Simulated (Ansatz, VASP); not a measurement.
**ZrO2 in VASP and in Ansatz**

```
CELL_PARAMETERS angstrom
3.62082 0.00000 0.00000
0.00000 3.62082 0.00000
0.00000 0.00000 5.28403
ATOMIC_POSITIONS crystal
Zr 0.75000 0.25000 0.75000
Zr 0.25000 0.75000 0.25000
O 0.25000 0.25000 0.05749
O 0.25000 0.25000 0.55749
O 0.75000 0.75000 0.94251
O 0.75000 0.75000 0.44251
```

Alike in both runs: functional PBE; k mesh 6 × 6 × 6; occupations gaussian, width 0.02 eV; no spin polarisation.

Ansatz relaxed the structure, and its values are those at the end. VASP's run is a single point on that final structure, the one shown.

|  | VASP | Ansatz |
| --- | --- | --- |
| version | VASP 6.6.1 | Ansatz 0.2.0 |
| potentials or method | VASP PAW PBE potentials, release 64 (Zr_sv, O), cutoff 600 eV | scalar-relativistic, plane waves, PAW |
| valence electrons in the cell | 48 | 48 |

|  | VASP | Ansatz | Ansatz less VASP |
| --- | --- | --- | --- |
| gap on the k mesh at the Fermi level (eV) | 4.05 | 4.06 | +0.013 |
| least direct gap on the mesh (eV) | 4.13 | 4.14 | +0.010 |
| pressure (GPa) | 0.1 | 0.0 | -0.14 |
| rms of the force components (eV/Å) | 0.012 | 0.000 | -0.0124 |

With one functional, cell and mesh, what is left measures potentials, basis and numerics.
